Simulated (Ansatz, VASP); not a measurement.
# TiRe in VASP and in Ansatz

```
Ti Re
1.0
     3.11800    0.00000    0.00000
     0.00000    3.11800    0.00000
     0.00000    0.00000    3.11800
Ti Re
1 1
Direct
  0.50000 0.50000 0.50000
  0.00000 0.00000 0.00000
```

Change from the starting cell: shortest bond scaled by 1, crystal datasets.

Alike in both runs: task electric field gradients; functional PBEsol; k mesh 10 × 10 × 10; occupations fermi-dirac, width 0.05 eV; no spin polarisation.

|  | VASP | Ansatz |
| --- | --- | --- |
| version | VASP 6.6.1 | Ansatz 0.2.0 |
| potentials or method | VASP PAW PBE potentials, release 64 (Ti_sv, Re), cutoff 520 eV | all-electron PAW with datasets made for the crystal, scalar-relativistic |

|  | VASP | Ansatz | Ansatz less VASP |
| --- | --- | --- | --- |
| pressure (GPa) | -7.9 | -7.7 | +0.22 |

VASP's potentials were made for PBE, not for PBEsol. Ansatz ran all-electron here, and VASP with PAW potentials.

Spin-orbit coupling is off throughout.
